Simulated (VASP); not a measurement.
Wanted: the native input for a VASP 6.6.1 run.

```yaml
Task: single point
Functional: PBE
Potentials_or_basis: VASP PAW PBE potentials, release 64 (Mg, O)
Cutoff: 520 eV
k_mesh: 12 × 12 × 4
Occupations: gaussian, width 0.02 eV
Spin: no spin polarisation
Dipole_correction: no
Further_INCAR_settings: ALGO = Normal; EDIFF = 1e-06; NBANDS = 21
```

The structure of MgO lies in POSCAR:

```
MgO
1.0
    3.1156712476      0.0000000000      0.0000000000
   -1.5578356238      2.6982504503      0.0000000000
    0.0000000000      0.0000000000      7.7500048941
Mg O
3 3
Direct
    0.0000000000      0.5000000000      0.1666666667
    0.5000000000      0.5000000000      0.8333333333
    0.5000000000      0.0000000000      0.5000000000
    0.5000000000      0.5000000000      0.3333333333
    0.5000000000      0.0000000000      0.0000000000
    0.0000000000      0.5000000000      0.6666666667
```

One way to write it, as run:

INCAR

```
SYSTEM = MgO
  PREC = Accurate
  ENCUT = 520
  EDIFF = 1E-6
  ISMEAR = 0
  SIGMA = 0.02
  LREAL = .False.
  LASPH = .True.
  NELM = 80
  ALGO = Normal
  ISIF = 2
  LWAVE = .False.
  LCHARG = .False.
  GGA = PE
  NBANDS = 21
```

KPOINTS

```
Automatic mesh
0
Gamma
  12 12 4
  0 0 0
```

Potentials or basis: VASP PAW PBE potentials, release 64 (Mg, O).

Launch:

```sh
$ cat potpaw_PBE.64/Mg/POTCAR potpaw_PBE.64/O/POTCAR > POTCAR
$ mpirun -np 1 vasp_std > vasp.out
```

It gave:

The pressure is -0.5 GPa. The band gap on the k mesh is 3.00 eV, direct.

Wall time 31 s on 1 thread of Intel(R) Xeon(R) 6975P-C (Granite Rapids), on a shared host, peak memory 0.21 GiB.
